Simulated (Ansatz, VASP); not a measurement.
**One calculation of HfO2, two programs**

The input POSCAR:

```
HfO2
1.0
    0.0000000000      2.5291822339      2.5291822339
    2.5291822339      0.0000000000      2.5291822339
    2.5291822339      2.5291822339      0.0000000000
Hf O
1 2
Direct
    0.0000000000      0.0000000000      0.0000000000
    0.7500000000      0.7500000000      0.7500000000
    0.2500000000      0.2500000000      0.2500000000
```

The input INCAR.step1:

```
  PREC = Accurate
  ENCUT = 520
  EDIFF = 1E-5
  ISMEAR = 0
  SIGMA = 0.01
  LREAL = False
  LASPH = True
  NELM = 100
  ALGO = Normal
  ISIF = 2
  LWAVE = True
  LCHARG = False
  NBANDS = 18
  GGA = PE
```

The input INCAR.step2:

```
  PREC = Accurate
  ENCUT = 520
  EDIFF = 1E-6
  ISMEAR = 0
  SIGMA = 0.01
  LREAL = False
  LASPH = True
  NELM = 100
  ALGO = Normal
  ISIF = 2
  LWAVE = False
  LCHARG = False
  GGA = PE
  LHFCALC = True
  AEXX = 0.25
  PRECFOCK = Normal
  NBANDS = 18
  ISTART = 1
```

KPOINTS

```
regular mesh
0
Gamma
  6 6 6
```

Input for Ansatz:

```yaml
crystal:
  lattice:
    - [0.0, 2.5291822339, 2.5291822339]
    - [2.5291822339, 0.0, 2.5291822339]
    - [2.5291822339, 2.5291822339, 0.0]
  atoms:
    - { symbol: Hf, position: [0.0, 0.0, 0.0] }
    - { symbol: O, position: [0.75, 0.75, 0.75] }
    - { symbol: O, position: [0.25, 0.25, 0.25] }
kpoints:
  mp_grid: { grid: [6, 6, 6] }
  band_path:
    path:
      - [0.0, 0.0, 0.0]
      - [0.5, 0.0, 0.5]
      - [0.625, 0.25, 0.625]
      - [0.375, 0.375, 0.75]
      - [0.5, 0.5, 0.5]
      - [0.5, 0.25, 0.75]
      - [0.0, 0.5, 0.5]
    npoints: 1
hamiltonian:
  xc: pbe0
scf:
  occupations: { method: fixed }
  n_extra_bands: 4
output:
  forces: true
  stress: true
  eigenvalues: true
```

Alike in both runs: task single point; functional PBE0; k mesh 6 × 6 × 6; no spin polarisation.

|  | VASP | Ansatz |
| --- | --- | --- |
| version | VASP 6.6.1 | Ansatz 0.2.0 |
| potentials or method | VASP PAW PBE potentials, release 64 (Hf_pv, O) | plane waves, PAW |
| plane-wave cutoff (eV) | 520 | 420 |
| occupations | gaussian, width 0.01 eV | fixed |
| valence electrons in the cell | 22 | 38 |

|  | VASP | Ansatz | Ansatz less VASP |
| --- | --- | --- | --- |
| gap on the k mesh at the Fermi level (eV) | 6.12 | 6.16 | +0.037 |
| pressure (GPa) | -5.2 | -0.2 | +4.99 |

One of these differences is far larger than is usual between the two programs; its cause wasn't traced. VASP's potentials hold 22 valence electrons a cell and Ansatz's 38, so a difference there can come from the potentials and not from the codes. Ansatz's warnings: stress exchange threshold loose, stress scf threshold loose.

Spin-orbit coupling is off throughout.
